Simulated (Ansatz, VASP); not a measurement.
## One calculation of Mo, two programs

The input INCAR:

```
SYSTEM = Mo
  PREC = Accurate
  ENCUT = 600
  EDIFF = 1E-6
  ISMEAR = -1
  SIGMA = 0.1
  LREAL = .FALSE.
  LASPH = .TRUE.
  NELM = 80
  ALGO = Normal
  ISIF = 3
  LWAVE = .FALSE.
  LCHARG = .FALSE.
  GGA = RP
  IBRION = 2
  NSW = 80
  EDIFFG = -0.01
```

File KPOINTS:

```
Automatic mesh
0
G
  13 13 7
  0 0 0
```

Contents of POSCAR:

```
Mo
1.0
    2.8039216218      0.0000000000      0.0000000000
   -1.4019608109      2.4282673547      0.0000000000
    0.0000000000      0.0000000000      4.5788040084
Mo
2
Direct
    0.3333333333      0.6666666667      0.2500000000
    0.6666666667      0.3333333333      0.7500000000
```

Input for Ansatz:

```yaml
crystal:
  lattice:
    - [2.8039216218, 0.0, 0.0]
    - [-1.4019608109, 2.4282673547, 0.0]
    - [0.0, 0.0, 4.5788040084]
  atoms:
    - { symbol: Mo, position: [0.3333333333, 0.6666666667, 0.25] }
    - { symbol: Mo, position: [0.6666666667, 0.3333333333, 0.75] }
hamiltonian:
  xc: rpbe
  pseudopotentials:
    kind: paw
    azcp:
      Mo: "pseudopotentials/Mo.paw.azcp"
basis:
  ecutwfc: 420
  fft_grid_basis: typed
kpoints:
  mp_grid: { grid: [13, 13, 7], shift: [0, 0, 0] }
magnetization:
  spin_polarized: false
scf:
  occupations: { method: fermi_dirac, width: 0.1 }
relax:
  max_steps: 60
  f_tol: 0.01
  cell: {}
```

Alike in both runs: task relaxation of cell and atoms; functional RPBE; k mesh 13 × 13 × 7; occupations fermi-dirac, width 0.1 eV; no spin polarisation.

```csv
,VASP,Ansatz
version,VASP 6.6.1,Ansatz 0.2.0
potentials or method,"VASP PAW PBE potentials, release 64 (Mo_sv), cutoff 600 eV","plane waves (420 eV) with PAW, scalar-relativistic"
valence electrons in the cell,28,28
```

Ansatz gave:

* relaxed volume (Å³/atom): 16.35
* relaxed cell length with the largest relative difference (Å): 2.771

Problem. Estimate VASP's values.

Solution. Relaxed volume (Å³/atom): 16.37; relaxed cell length with the largest relative difference (Å): 2.772.

VASP's potentials were made for PBE, not for RPBE.
